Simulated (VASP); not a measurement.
Input of a VASP 6.6.1 run:

File INCAR:

```
  PREC = Accurate
  ENCUT = 520
  EDIFF = 1E-7
  ISMEAR = -5
  SIGMA = 0.05
  LREAL = False
  LASPH = True
  NELM = 80
  ALGO = Normal
  ISIF = 2
  LWAVE = False
  LCHARG = False
  GGA = B5
  ALDAX = 1.0
  AGGAX = 1.0
  AGGAC = 1.0
  ALDAC = 0.0
  NBANDS = 10
```

The input KPOINTS:

```
regular mesh
0
Gamma
  13 13 13
```

Contents of POSCAR:

```
Br
1.0
   -1.4387166467      1.3988271783      3.4679074819
    1.4146641684     -1.4742018744      3.4883284979
    1.4340700436      1.4695542780     -3.4978988315
Br
1
Direct
    0.0000000000      0.0000000000      0.0000000000
```

Potentials or basis: VASP PAW PBE potentials, release 64 (Br).

The run is started by

```bash
$ cat potpaw_PBE.64/Br/POTCAR > POTCAR
$ mpirun -np 1 vasp_std > vasp.out
```

**Question.** Predict the pressure.

**Answer.** 4.3 GPa.

Stress tensor (GPa, compression positive):
```
 3.91 -0.06  0.04
-0.06  5.15  0.09
 0.04  0.09  3.85
```

Caveat: the PAW data sets were made with another functional, which shifts forces and pressure a little; an odd number of electrons without spin polarisation forces a metal; a magnetic or distorted state may lie lower; tetrahedron occupations give inexact forces and stress in metals.
